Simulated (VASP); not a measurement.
Input of a VASP 6.6.1 run:

Contents of INCAR:

```
SYSTEM = GaN
  ALGO = Normal
  EDIFF = 1E-6
  ENCUT = 520
  GGA = PE
  ISIF = 2
  ISMEAR = 0
  LASPH = .TRUE.
  LCHARG = .FALSE.
  LREAL = .FALSE.
  LWAVE = .FALSE.
  NBANDS = 16
  NELM = 60
  PREC = Accurate
  SIGMA = 0.05
```

KPOINTS

```
k-points
0
G
  10 10 10
  0 0 0
```

File POSCAR:

```
GaN
1.0
    0.0000000000      2.2741461228      2.2741461228
    2.2211585181      0.0000000000      2.2741461228
    2.2211585181      2.2741461228      0.0000000000
Ga N
1 1
Direct
   -0.0059628580      0.0059628580      0.0059628580
    0.7796814700      0.7203185300      0.7203185300
```

Potentials or basis: VASP PAW PBE potentials, release 64 (Ga_d, N).

Command:

```bash
$ cat potpaw_PBE.64/Ga_d/POTCAR potpaw_PBE.64/N/POTCAR > POTCAR
$ mpirun -np 1 vasp_std > vasp.out
```

Predict the band gap on the k mesh.

1.50 eV, direct.

Estimate the largest force.

1.818 eV/Å.

What does it give for the pressure?

6.6 GPa.

Forces on the atoms (eV/Å):
```
Ga  -1.818  0.000  0.000
N    1.818  0.000  0.000
```

Caveat: the cell differs from its parent crystal (mode 4 frozen in at -0.135 Å, normal strain along x -0.0233); forces of over 1 eV/Å act on the atoms, so gaps and moduli don't describe the material at rest.
